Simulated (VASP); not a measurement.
# Mo (I4/mmm) in VASP: a series of runs

Runs on Mo. Level: PBE. Tasks: single point.

Everything below comes from runs of VASP 6.6.1. Logs are shortened: lines on timing, memory, paths and dates and some standing lists are left out, and cuts for length are marked.

**1. The cell of the first run**

It takes space group I4/mmm (No. 139, tetragonal). The conventional cell has a = 3.142 Å, b = 3.142 Å, c = 2.891 Å, α = 90.00°, β = 90.00°, γ = 90.00°. Mo (site symmetry 4/mmm) has 14 Mo at 2.65 to 3.14 Å within 3.5 Å.

**2. Single point, PBE (strain +0.000 along x and y, -0.080 along z)**

Input file INCAR:

```
PREC     = Accurate       # precision mode
ENCUT    = 520            # plane-wave cutoff, eV
EDIFF    = 1E-6           # SCF threshold, eV
ISMEAR   = 0              # smearing method
SIGMA    = 0.15           # smearing width, eV
LREAL    = F              # projectors in reciprocal space
LASPH    = T              # aspherical terms in the spheres
NELM     = 60             # most SCF steps
ALGO     = Fast           # electronic algorithm
ISIF     = 2              # what is computed and relaxed
LWAVE    = F              # write WAVECAR
LCHARG   = T              # write CHGCAR
GGA      = PE             # functional
LELF     = T              # ELF
LVHAR    = T            
NBANDS   = 13             # bands
```

Input file KPOINTS:

```
Automatic mesh
0
Gamma
  22 22 22
```

Input file POSCAR:

```
Mo
1.0
   -1.5710000000      1.5710000000      1.4453200000
    1.5710000000     -1.5710000000      1.4453200000
    1.5710000000      1.5710000000     -1.4453200000
Mo
1
Direct
    0.0000000000      0.0000000000      0.0000000000
```

Potentials or basis: VASP PAW PBE potentials, release 64 (Mo_sv).

On the command line:

```console
> cat potpaw_PBE.64/Mo_sv/POTCAR > POTCAR
> mpirun -np 1 vasp_std > vasp.out
```

OUTCAR:

```text
PREC = Accurate
   ENCUT = 520
   EDIFF = 1E-6
   ISMEAR = 0
   LREAL = F
   LASPH = T
   NELM = 60
   ISIF = 2
   GGA = PE

 ion  position               nearest neighbor table
   1  0.000  0.000  0.000-

  LATTYP: Found a body centered tetragonal cell.
 ALAT       =     3.1420000000
 C/A-ratio  =     0.9200000000

  Lattice vectors:

 A1 = (  -1.5710000000,   1.5710000000,   1.4453200000)
 A2 = (   1.5710000000,  -1.5710000000,   1.4453200000)
 A3 = (   1.5710000000,   1.5710000000,  -1.4453200000)

Analysis of symmetry for initial positions (statically):
=====================================================================
 Subroutine PRICEL returns:
 Original cell was already a primitive cell.

 Routine SETGRP: Setting up the symmetry group for a
 body centered tetragonal supercell.

 Subroutine GETGRP returns: Found 16 space group operations
 (whereof 16 operations were pure point group operations)
 out of a pool of 16 trial point group operations.

The static configuration has the point symmetry D_4h.

Analysis of symmetry for dynamics (positions and initial velocities):
=====================================================================
 Subroutine PRICEL returns:
 Original cell was already a primitive cell.

 Routine SETGRP: Setting up the symmetry group for a
 body centered tetragonal supercell.

 Subroutine GETGRP returns: Found 16 space group operations
 (whereof 16 operations were pure point group operations)
 out of a pool of 16 trial point group operations.

The dynamic configuration has the point symmetry D_4h.

 Subroutine INISYM returns: Found 16 space group operations
 (whereof 16 operations are pure point group operations),
 and found     1 'primitive' translations

----------------------------------------------------------------------------------------

                                     Primitive cell

  volume of cell :      14.2684

  direct lattice vectors                    reciprocal lattice vectors
    -1.571000000  1.571000000  1.445320000     0.000000000  0.318268619  0.345944151
     1.571000000 -1.571000000  1.445320000     0.318268619  0.000000000  0.345944151
     1.571000000  1.571000000 -1.445320000     0.318268619  0.318268619  0.000000000

  length of vectors
     2.650477674  2.650477674  2.650477674     0.470076876  0.470076876  0.450099797

  position of ions in fractional coordinates (direct lattice)
     0.000000000  0.000000000  0.000000000

  ion indices of the primitive-cell ions
   primitive index   ion index
                 1           1

----------------------------------------------------------------------------------------

 KPOINTS: Automatic mesh

Automatic generation of k-mesh.
 Grid dimensions read from file:
 generate k-points for:   22   22   22

 Generating k-lattice:

  Cartesian coordinates                     Fractional coordinates (reciprocal lattice)
     0.000000000  0.014466755  0.015724734     0.045454545 -0.000000000  0.000000000
     0.014466755  0.000000000  0.015724734    -0.000000000  0.045454545  0.000000000
     0.014466755  0.014466755  0.000000000     0.000000000  0.000000000  0.045454545

  Length of vectors
     0.021367131  0.021367131  0.020459082

  Shift w.r.t. Gamma in fractional coordinates (k-lattice)
     0.000000000  0.000000000  0.000000000

 Subroutine IBZKPT returns following result:
 ===========================================

 Found    834 irreducible k-points:

 Following reciprocal coordinates:
            Coordinates               Weight
  0.000000  0.000000  0.000000      1.000000
  0.045455  0.000000 -0.000000      8.000000
  0.090909  0.000000 -0.000000      8.000000
  0.136364  0.000000 -0.000000      8.000000
  0.181818  0.000000  0.000000      8.000000
  0.227273  0.000000 -0.000000      8.000000
[... 16 lines left out ...]
  0.500000  0.045455 -0.000000     16.000000
 -0.454545  0.045455  0.000000     16.000000
 [... further k-points ...]
   k-points           NKPTS =    834   k-points in BZ     NKDIM =    834   number of bands    NBANDS=     13
   number of dos      NEDOS =    301   number of ions     NIONS =      1
   total plane-waves  NPLWV =   8000
   dimension x,y,z NGX =    20 NGY =   20 NGZ =   20
   dimension x,y,z NGXF=    40 NGYF=   40 NGZF=   40
   ions per type =               1
   NGX,Y,Z   is equivalent  to a cutoff of  12.54, 12.54, 12.54 a.u.
   NGXF,Y,Z  is equivalent  to a cutoff of  25.09, 25.09, 25.09 a.u.
 SYSTEM =  unknown system
   PREC   = accura    normal or accurate (medium, high low for compatibility)
   ISTART =      0    job   : 0-new  1-cont  2-samecut
   ICHARG =      2    charge: 1-file 2-atom 10-const
   ISPIN  =      1    spin polarized calculation?
   LNONCOLLINEAR =      F non collinear calculations
   LSORBIT =      F    spin-orbit coupling
   LASPH  =      T    aspherical Exc in radial PAW
   ENCUT  =  520.0 eV  38.22 Ry    6.18 a.u.   4.93  4.93  4.93*2*pi/ulx,y,z
   NELM   =     60;   NELMIN=  2; NELMDL= -5     # of ELM steps
   EDIFF  = 0.1E-05   stopping-criterion for ELM
   LREAL  =      F    real-space projection
   EDIFFG = 0.1E-04   stopping-criterion for IOM
   NSW    =      0    number of steps for IOM
   IBRION =     -1    ionic relax: 0-MD 1-quasi-New 2-CG
   NFREE  =      0    steps in history (QN), initial steepest desc. (CG)
   ISIF   =      2    stress and relaxation
   ISYM   =      2    0-nonsym 1-usesym 2-fastsym
   POTIM  = 0.5000    time-step for ionic-motion
   TEBEG  =    0.0;   TEEND  =   0.0 temperature during run
   PSTRESS=    0.0 pullay stress
   NELECT =      14.0000    total number of electrons
   NUPDOWN=      -1.0000    fix difference up-down
   EMIN   =  10.00;   EMAX   =-10.00  energy-range for DOS
   EFERMI =   0.00;   METHOD = LEGACY
   ISMEAR =     0;   SIGMA  =   0.15  broadening in eV -4-tet -1-fermi 0-gaus
   EFERMI_NEDOS =   21; number of points for ismear=-14 and -15
   IALGO  =     68    algorithm
   IMIX   =      4    mixing-type and parameters
     AMIX     =   0.40;   BMIX     =  1.00
     AMIX_MAG =   1.60;   BMIX_MAG =  1.00
  volume/ion in A,a.u.               =      14.27        96.29
  Fermi-wavevector in a.u.,A,eV,Ry     =   1.626767  3.074144 36.006067  2.646371
  Thomas-Fermi vector in A             =   2.719672
   LORBIT       =      0    0 simple, 1 ext, 2 COOP (PROOUT), +10 PAW based schemes
   GGA     = PE    functional components
   LHFCALC =     F    Hartree Fock is set to
   AEXX    =    0.0000 exact exchange contribution
   IVDW    =     0    specifies the selected vdW correction
   LEPSILON=     F    determine dielectric tensor
   LRPA    =     F    only Hartree local field effects (RPA)
 non-spin polarized calculation
 RMM-DIIS sequential band-by-band and
 Gauss-broadening in eV      SIGMA  =   0.15
  energy-cutoff  :      520.00
  volume of cell :       14.27
 maximum number of plane-waves:       400
   NGX =  9   NGY =  9   NGZ =  9

 number of electron      14.0000002 magnetization

 Free energy of the ion-electron system (eV)
  ---------------------------------------------------
  ext. energy  EPLUGINS =         0.00000000
  ---------------------------------------------------
  free energy    TOTEN  =       -10.71266984 eV

  energy without entropy =      -10.70550131  energy(sigma->0) =      -10.70908557

 E-fermi :  14.1155     XC(G=0): -13.9100

 val. band max:       14.1138736668   @ k =  -0.3636   0.4545   0.2727
 cond. band min:      14.1198109069   @ k =  -0.2727   0.3636   0.1364
 fundamental gap:      0.0059372401
 Fermi energy:        14.1155412105

 k-point     1 :       0.0000    0.0000    0.0000
  band No.  band energies     occupation
      1     -47.1844      2.00000
      2     -20.2235      2.00000
      3     -20.2235      2.00000
      4     -20.1659      2.00000
      5       6.6152      2.00000
      6      11.8837      2.00000
      7      13.0217      2.00000
      8      13.0217      2.00000
      9      15.1240      0.00000
     10      16.6118      0.00000
     11      28.5789      0.00000
     12      28.5789      0.00000
     13      30.3611      0.00000

 k-point     2 :       0.0455    0.0000   -0.0000
  band No.  band energies     occupation
      1     -47.1766      2.00000
      2     -20.2491      2.00000
      3     -20.2364      2.00000
      4     -20.1833      2.00000
      5       6.7213      2.00000
      6      11.9077      2.00000
      7      12.9978      2.00000
      8      13.0261      2.00000
      9      15.1251      0.00000
     10      16.5282      0.00000
     11      28.7643      0.00000
     12      28.7653      0.00000
     13      30.4697      0.00000

 k-point     3 :       0.0909    0.0000   -0.0000
  band No.  band energies     occupation
      1     -47.1539      2.00000
      2     -20.3568      2.00000
      3     -20.2739      2.00000
      4     -20.2000      2.00000
      5       7.0278      2.00000
      6      11.9126      2.00000
      7      12.9124      2.00000
      8      13.1158      2.00000
      9      15.1426      0.00000
     10      16.3292      0.00000
     11      29.2419      0.00000
     12      29.3112      0.00000
     13      30.7662      0.00000
[... 305 lines left out ...]
 k-point    23 :       0.5000    0.0455   -0.0000
  band No.  band energies     occupation
      1     -46.7885      2.00000
      2     -22.0328      2.00000
      3     -20.8371      2.00000
      4     -20.3027      2.00000
      5       8.2517      2.00000
      6       9.9634      2.00000
      7      15.7835      0.00000
      8      16.1721      0.00000
      9      17.6239      0.00000
     10      19.6729      0.00000
     11      26.3761      0.00000
     12      27.6401      0.00000
     13      31.9531      0.00000

 k-point    24 :      -0.4545    0.0455    0.0000
  band No.  band energies     occupation
      1     -46.8055      2.00000
      2     -21.9618      2.00000
      3     -20.8139      2.00000
      4     -20.2968      2.00000
      5       8.3519      2.00000
      6      10.0480      2.00000
      7      15.4335      0.00000
      8      16.0337      0.00000
      9      17.3481      0.00000
     10      19.2060      0.00000
     11      26.5830      0.00000
     12      28.3554      0.00000
     13      32.6160      0.00000

 [... further k-points ...]

------------------------ aborting loop because EDIFF is reached ----------------------------------------

  FORCE on cell =-STRESS in cart. coord.  units (eV):
  Direction    XX          YY          ZZ          XY          YZ          ZX
  --------------------------------------------------------------------------------------
  -------------------------------------------------------------------------------------
  Total        2.1433204      2.1433204      4.8651204      0.0000000     -0.0000000      0.0000000
  in kB      240.6696438    240.6696438    546.2957273      0.0000000     -0.0000000      0.0000000
  external PRESSURE =     342.5450050 kB  Pullay stress =       0.0000000 kB

 VOLUME and BASIS-vectors are now :
 -----------------------------------------------------------------------------
  energy-cutoff  :      520.00
  volume of cell :       14.27
      direct lattice vectors                 reciprocal lattice vectors
    -1.571000000  1.571000000  1.445320000     0.000000000  0.318268619  0.345944151
     1.571000000 -1.571000000  1.445320000     0.318268619  0.000000000  0.345944151
     1.571000000  1.571000000 -1.445320000     0.318268619  0.318268619  0.000000000

 POSITION                                       TOTAL-FORCE (eV/Angst)
 -----------------------------------------------------------------------------------
      0.00000      0.00000      0.00000         0.000000      0.000000      0.000000
 -----------------------------------------------------------------------------------
    total drift:                                0.000000     -0.000000      0.000000

  FREE ENERGIE OF THE ION-ELECTRON SYSTEM (eV)
  ---------------------------------------------------
  free  energy   TOTEN  =       -10.7126698362 eV

  energy  without entropy=      -10.7055013129  energy(sigma->0) =      -10.70908557
```

Wall time 4.6 min (1 thread of AMD EPYC 7R13, shared host); peak memory 0.22 GiB.

Results:

* Free energy: -10.7127 eV
* Pressure: 34.3 GPa
* Band gap on the k mesh: zero (band 7 reaches 18.57 eV, above the bottom of band 8 at 12.74 eV)

Levels at points of the mesh, in eV from the Fermi level:
| k point | band 3 | band 4 | band 5 | band 6 | band 7 | band 8 | band 9 | band 10 | band 11 | band 12 |
| --- | --- | --- | --- | --- | --- | --- | --- | --- | --- | --- |
| (0.00, 0.00, 0.00) | -34.34 | -34.28 | -7.50 | -2.23 | -1.09 | -1.09 | 1.01 | 2.50 | 14.46 | 14.46 |
| (0.50, 0.00, 0.00) | -34.94 | -34.40 | -5.95 | -4.20 | 1.88 | 2.33 | 3.39 | 5.41 | 12.12 | 13.45 |
| (0.50, 0.50, 0.00) | -34.78 | -34.29 | -5.77 | -3.02 | 0.95 | 1.55 | 2.18 | 5.27 | 12.34 | 12.60 |
| (0.50, 0.50, 0.50) | -35.68 | -35.34 | -6.29 | -6.05 | 4.45 | 4.45 | 4.78 | 9.10 | 9.10 | 11.33 |

Caveat: the cell differs from its parent crystal (strain +0.000 along x and y, -0.080 along z).

**3. Single point, PBE (strain -0.040 along x and y, +0.040 along z)**

Input file INCAR:

```
  PREC = Accurate
  ENCUT = 520
  EDIFF = 1E-7
  ISMEAR = 0
  SIGMA = 0.15
  LREAL = False
  LASPH = True
  NELM = 80
  ALGO = Fast
  ISIF = 2
  LWAVE = False
  LCHARG = True
  GGA = PE
  LELF = True
  LVHAR = True
  NBANDS = 13
```

Input file KPOINTS:

```
regular mesh
0
Gamma
  22 22 22
```

Input file POSCAR:

```
Mo
1.0
   -1.5081600000      1.5081600000      1.6338400000
    1.5081600000     -1.5081600000      1.6338400000
    1.5081600000      1.5081600000     -1.6338400000
Mo
1
Direct
    0.0000000000      0.0000000000      0.0000000000
```

Potentials or basis: VASP PAW PBE potentials, release 64 (Mo_sv).

On the command line:

```console
> cat potpaw_PBE.64/Mo_sv/POTCAR > POTCAR
> mpirun -np 1 vasp_std > vasp.out
```

Run time: 4.6 min. Hardware: 1 thread of AMD EPYC 7R13, shared host; peak memory 0.22 GiB.

The run converged. Its results:

| Item | Value |
| --- | --- |
| Free energy | -10.8214 eV |
| Pressure | 19.3 GPa |
| Band gap on the k mesh | zero (band 7 reaches 17.51 eV, above the bottom of band 8 at 12.35 eV) |

Stress tensor (GPa, compression positive):
```
27.52  0.00  0.00
 0.00 27.52  0.00
 0.00  0.00  2.87
```

Levels at points of the mesh, in eV from the Fermi level:
| k point | band 4 | band 5 | band 6 | band 7 | band 8 | band 9 | band 10 | band 11 |
| --- | --- | --- | --- | --- | --- | --- | --- | --- |
| (0.00, 0.00, 0.00) | -34.42 | -7.39 | -1.71 | -1.71 | -0.79 | 1.08 | 2.27 | 13.96 |
| (0.50, 0.00, 0.00) | -34.43 | -5.58 | -3.27 | 1.05 | 1.64 | 2.66 | 4.97 | 12.15 |
| (0.50, 0.50, 0.00) | -34.52 | -5.73 | -4.27 | 2.30 | 2.61 | 2.92 | 5.22 | 11.99 |
| (0.50, 0.50, 0.50) | -35.44 | -5.94 | -5.72 | 4.09 | 4.39 | 4.39 | 8.11 | 10.17 |

Caveat: the cell differs from its parent crystal (strain -0.040 along x and y, +0.040 along z).
